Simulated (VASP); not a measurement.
A run of VASP 6.6.1 is set up as follows.

POSCAR

```
Cu
1.0
    2.4198540032      0.0000000000      0.0000000000
   -1.2099270016      2.0956550403      0.0000000000
    0.0000000000      0.0000000000      7.9087505812
Cu
4
Direct
    0.0000000000      0.0000000000      0.0000000000
    0.3333333333      0.6666666667      0.2500000000
    0.0000000000      0.0000000000      0.5000000000
    0.6666666667      0.3333333333      0.7500000000
```

The input INCAR.step1:

```
SYSTEM = Cu
PREC     = Accurate       ! precision mode
ENCUT    = 520            ! plane-wave cutoff, eV
ISMEAR   = 0              ! smearing method
SIGMA    = 0.1            ! smearing width, eV
LREAL    = .FALSE.        ! projectors in reciprocal space
LASPH    = .TRUE.         ! aspherical terms in the spheres
NELM     = 60             ! most SCF steps
NBANDS   = 30             ! bands
GGA      = PE             ! functional
ALGO     = Normal         ! electronic algorithm
EDIFF    = 1E-4           ! SCF threshold, eV
LWAVE    = .TRUE.         ! write WAVECAR
LCHARG   = .FALSE.        ! write CHGCAR
```

INCAR.step2

```
SYSTEM = Cu
PREC     = Accurate       ! precision mode
ENCUT    = 520            ! plane-wave cutoff, eV
EDIFF    = 1E-7           ! SCF threshold, eV
ISMEAR   = 0              ! smearing method
SIGMA    = 0.1            ! smearing width, eV
LREAL    = .FALSE.        ! projectors in reciprocal space
LASPH    = .TRUE.         ! aspherical terms in the spheres
NELM     = 60             ! most SCF steps
ALGO     = Normal         ! electronic algorithm
ISIF     = 2              ! what is computed and relaxed
LWAVE    = .FALSE.        ! write WAVECAR
LCHARG   = .TRUE.         ! write CHGCAR
METAGGA  = R2SCAN         ! meta-GGA
LMIXTAU  = .TRUE.       
LELF     = .TRUE.         ! ELF
LVHAR    = .TRUE.       
NBANDS   = 30             ! bands
ISTART   = 1
```

Contents of KPOINTS:

```
regular mesh
0
G
  18 18 6
  0 0 0
```

Potentials or basis: VASP PAW PBE potentials, release 64 (Cu).

Command:

```sh
$ cat potpaw_PBE.64/Cu/POTCAR > POTCAR
$ cp INCAR.step1 INCAR
$ mpirun -np 1 vasp_std > vasp.out
$ cp INCAR.step2 INCAR
$ mpirun -np 1 vasp_std > vasp.out
```

(1) What does it give for the band gap on the k mesh?

(2) Predict the pressure.

Results:

(1) zero (bands 22 and 23 overlap by 5.93 eV).

(2) 30.8 GPa.

Caveat: the cell stands under pressure; the PAW data sets were made with another functional, which shifts forces and pressure a little.
